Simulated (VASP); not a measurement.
Write the native input for VASP 6.6.1 that does the following.

```
Task                   : single point
Functional             : PBE
Potentials or basis    : VASP PAW PBE potentials, release 64 (Ge_d, Sb, Se)
Cutoff                 : 520 eV
k mesh                 : 12 × 12 × 4
Occupations            : gaussian, width 0.1 eV
Spin                   : no spin polarisation
Dipole correction      : no
Further INCAR settings : ALGO = Normal; EDIFF = 1e-06; NBANDS = 30
```

The structure of Ge2Sb2Se lies in POSCAR:

```
Ge2Sb2Se
1.0
    4.2738438089      0.0000000000      0.0000000000
   -2.1369219045      3.7012573103      0.0000000000
    0.0000000000      0.0000000000      9.6045012533
Ge Sb Se
2 2 1
Direct
    0.0000000000      0.0000000000      0.2500033753
    0.0000000000      0.0000000000      0.7499966247
    0.3333333333      0.6666666667      0.1199738674
    0.6666666667      0.3333333333      0.8800261326
    0.0000000000      0.0000000000      0.5000000000
```

The cell was generated, and may not be a known phase.

One way to write it, as run:

INCAR

```
PREC = Accurate ; ENCUT = 520
EDIFF = 1E-6 ; ISMEAR = 0
SIGMA = 0.1 ; LREAL = F
LASPH = T ; NELM = 60
ALGO = Normal ; ISIF = 2
LWAVE = F ; LCHARG = T
GGA = PE ; LELF = T
LVHAR = T ; NBANDS = 30
```

KPOINTS

```
Automatic mesh
0
Gamma
  12 12 4
```

Potentials or basis: VASP PAW PBE potentials, release 64 (Ge_d, Sb, Se).

The run is started by

```bash
$ cat potpaw_PBE.64/Ge_d/POTCAR potpaw_PBE.64/Sb/POTCAR potpaw_PBE.64/Se/POTCAR > POTCAR
$ mpirun -np 1 vasp_std > vasp.out
```

It gave:

- Pressure: 0.0 GPa
- Largest force: 0.017 eV/Å
- Band gap on the k mesh: zero (bands 22 and 23 overlap by 1.01 eV)

Caveat: spin-orbit coupling is left out, which moves the levels of the heavy elements.

It took 7.1 min on 1 thread of Intel Xeon 8259CL, on a shared host, peak memory 0.47 GiB.
